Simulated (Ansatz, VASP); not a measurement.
## Two plane-wave programs on Re

```xyz
1
Lattice="0.0000 1.7596 2.4881 1.7596 0.0000 2.4881 1.7596 1.7596 0.0000" Properties=species:S:1:pos:R:3 pbc="T T T"
Re    0.0000    0.0000    0.0000
```

Alike in both runs: task single point; functional LDA; k mesh 22 × 22 × 22; occupations gaussian, width 0.15 eV; no spin polarisation.

```csv
,VASP,Ansatz
version,VASP 6.6.1,Ansatz 0.2.0
potentials or method,"VASP PAW LDA potentials, release 64 (Re), cutoff 520 eV","scalar-relativistic, plane waves, PAW"
valence electrons in the cell,7,15
```

Ansatz gave:

| Quantity | Value |
| --- | --- |
| gap on the k mesh at the Fermi level (eV) | none |
| pressure (GPa) | -2.2 |
| traceless stress, the component that is largest in VASP (GPa) | -44.99 |

**Question.** What did VASP give for the same quantities?

**Answer.** gap on the k mesh at the Fermi level (eV): none; pressure (GPa): -1.9; traceless stress, the component that is largest in VASP (GPa): -43.67.

LDA's correlation is that of Perdew and Zunger in VASP and of Perdew and Wang (1992) in Ansatz. A gap of «none» marks a metal or a gap that the smearing closes. VASP's potentials hold 7 valence electrons a cell and Ansatz's 15, so a difference there can come from the potentials and not from the codes.

Neither program's run includes spin-orbit coupling.
